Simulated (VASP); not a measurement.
## Sc: relaxation of cell and atoms with PBEsol

The system is Sc.

```
Sc
1.0
     2.96967    0.00000    0.00000
     0.00000    2.96967    0.00000
     0.00000    0.00000    2.96967
Sc
1
Direct
  0.00000 0.00000 0.00000
```

```
Program                : VASP 6.6.1
Task                   : relaxation of cell and atoms
Functional             : PBEsol
Potentials or basis    : VASP PAW PBE potentials, release 64 (Sc_sv)
Cutoff                 : 600 eV
k mesh                 : 18 × 18 × 18
Occupations            : gaussian, width 0.1 eV
Spin                   : no spin polarisation
Dipole correction      : no
Further INCAR settings : ALGO = Normal; EDIFF = 1e-07; IBRION = 2; EDIFFG = -0.01; NSW = 100; ISIF = 3
```

The relaxed volume is 24.77 Å³/atom, the relaxed cell is a = 2.915 Å, b = 2.915 Å, c = 2.915 Å, α = 90.00°, β = 90.00°, γ = 90.00° and the space group after relaxing (to 0.05 Å) is Pm-3m (No. 221). The energy gained by relaxing is 9.1 meV/atom, the ionic steps are 3 and the pressure after relaxing is 0.0 GPa.

Step by step:
```tsv
step	energy change (eV)	largest force (eV/Å)	pressure (GPa)	volume (Å³)
1	0.0000	0.0000	-1.95	26.19
2	-0.0088	0.0000	-0.36	25.00
3	-0.0091	0.0000	-0.03	24.77
```

Final structure:
```cif
data_structure
_symmetry_space_group_name_H-M 'P 1'
_symmetry_Int_Tables_number 1
_cell_length_a 2.9150
_cell_length_b 2.9150
_cell_length_c 2.9150
_cell_angle_alpha 90.000
_cell_angle_beta 90.000
_cell_angle_gamma 90.000
_cell_volume 24.77
loop_
_atom_site_label
_atom_site_type_symbol
_atom_site_fract_x
_atom_site_fract_y
_atom_site_fract_z
_atom_site_occupancy
Sc1 Sc 0.00000 0.00000 0.00000 1
```

Levels at points of the mesh, in eV from the Fermi level:
```csv
k point,band 3,band 4,band 5,band 6,band 7,band 8
"(0.00, 0.00, 0.00)",-27.79,-27.79,-5.11,-0.55,-0.55,4.00
"(0.50, 0.00, 0.00)",-27.74,-27.74,-1.68,-0.46,0.09,2.34
"(0.50, 0.50, 0.00)",-28.32,-27.69,-1.87,0.25,2.71,2.71
"(0.50, 0.50, 0.50)",-28.24,-28.24,-0.53,-0.53,-0.53,5.06
```

Wall time 29 s on 1 thread of Intel(R) Xeon(R) 6975P-C (Granite Rapids), with other jobs on the host, peak memory 0.19 GiB.

Caveat: the PAW data sets were made with another functional, which shifts forces and pressure a little.
